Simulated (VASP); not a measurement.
Input of a VASP 6.6.1 run:

File POSCAR:

```
NaHgF3
1.0
    4.4988204056      0.0000000000      0.0000000000
    0.0000000000      4.4988204056      0.0000000000
    0.0000000000      0.0000000000      4.4988204056
Na Hg F
1 1 3
Direct
    0.0000000000      0.0000000000      0.0000000000
    0.5000000000      0.5000000000      0.5000000000
    0.5000000000      0.5000000000      0.0000000000
    0.5000000000      0.0000000000      0.5000000000
    0.0000000000      0.5000000000      0.5000000000
```

INCAR.step1

```
SYSTEM = NaHgF3
PREC = Accurate ; ENCUT = 520
ISMEAR = 0 ; SIGMA = 0.01
LREAL = .False. ; LASPH = .True.
NELM = 80 ; NBANDS = 28
GGA = PE ; ALGO = Normal
EDIFF = 1E-4 ; LWAVE = .True.
LCHARG = .False.
```

The input INCAR.step2:

```
SYSTEM = NaHgF3
PREC = Accurate ; ENCUT = 520
EDIFF = 1E-6 ; ISMEAR = 0
SIGMA = 0.01 ; LREAL = .False.
LASPH = .True. ; NELM = 80
ALGO = Normal ; ISIF = 2
LWAVE = .False. ; LCHARG = .False.
METAGGA = R2SCAN ; LMIXTAU = .True.
NBANDS = 28 ; ISTART = 1
```

KPOINTS

```
regular mesh
0
Gamma
  6 6 6
  0 0 0
```

Potentials or basis: VASP PAW PBE potentials, release 64 (Na_pv, Hg, F).

Command:

```bash
$ cat potpaw_PBE.64/Na_pv/POTCAR potpaw_PBE.64/Hg/POTCAR potpaw_PBE.64/F/POTCAR > POTCAR
$ cp INCAR.step1 INCAR
$ mpirun -np 1 vasp_std > vasp.out
$ cp INCAR.step2 INCAR
$ mpirun -np 1 vasp_std > vasp.out
```

Q: What does it give for the pressure?

A: 0.5 GPa.

Q: What does it give for the band gap on the k mesh?

A: 0.83 eV (least direct gap 3.75 eV).

Caveat: the PAW data sets were made with another functional, which shifts forces and pressure a little; spin-orbit coupling is left out, which moves the levels of the heavy elements. A k mesh can miss the band edges.
